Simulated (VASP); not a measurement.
## Be2CdS2: single point with PBE

Crystal: Be2CdS2.

```
Be Cd S
1.0
     3.59621    0.00000    0.00000
    -1.79811    3.11441    0.00000
     0.00000    0.00000    6.19460
Be Cd S
2 1 2
Direct
  0.33333 0.66667 0.37730
  0.66667 0.33333 0.62270
  0.00000 0.00000 0.00000
  0.33333 0.66667 0.73460
  0.66667 0.33333 0.26540
```

```
Program                : VASP 6.6.1
Task                   : single point
Functional             : PBE
Potentials or basis    : VASP PAW PBE potentials, release 64 (Be, Cd, S)
Cutoff                 : 520 eV
k mesh                 : 6 × 6 × 4
Occupations            : gaussian, width 0.1 eV
Spin                   : no spin polarisation
Dipole correction      : no
Further INCAR settings : ALGO = Normal; EDIFF = 1e-06; NBANDS = 22
```

```json
{
 "Pressure": "15.7 GPa",
 "Largest force": "2.249 eV/Å",
 "Band gap on the k mesh": "zero (band 14 reaches 8.20 eV, above the bottom of band 15 at 6.71 eV)"
}
```

Forces on the atoms (eV/Å):
```
Be   0.000  0.000  0.626
Be   0.000  0.000 -0.626
Cd   0.000  0.000  0.000
S    0.000  0.000 -2.249
S    0.000  0.000  2.249
```

Stress tensor (GPa, compression positive):
```
11.81  0.00  0.00
 0.00 11.81  0.00
 0.00  0.00 23.36
```

Levels at points of the mesh, in eV from the Fermi level:
```tsv
k point	band 12	band 13	band 14	band 15	band 16	band 17
(0.00, 0.00, 0.00)	-4.20	-4.20	-0.98	0.15	1.64	1.64
(0.50, 0.00, 0.00)	-5.54	-4.44	-0.45	0.25	0.62	1.94
(0.00, 0.00, 0.50)	-3.76	-3.76	0.22	0.78	1.56	1.56
(0.50, 0.00, 0.50)	-5.51	-5.21	-1.19	-1.05	0.58	1.53
```

Wall time 15 s on 1 thread of Intel(R) Xeon(R) 6975P-C (Granite Rapids), on a shared host, peak memory 0.2 GiB.

Caveat: forces of over 1 eV/Å act on the atoms, so gaps and moduli don't describe the material at rest.
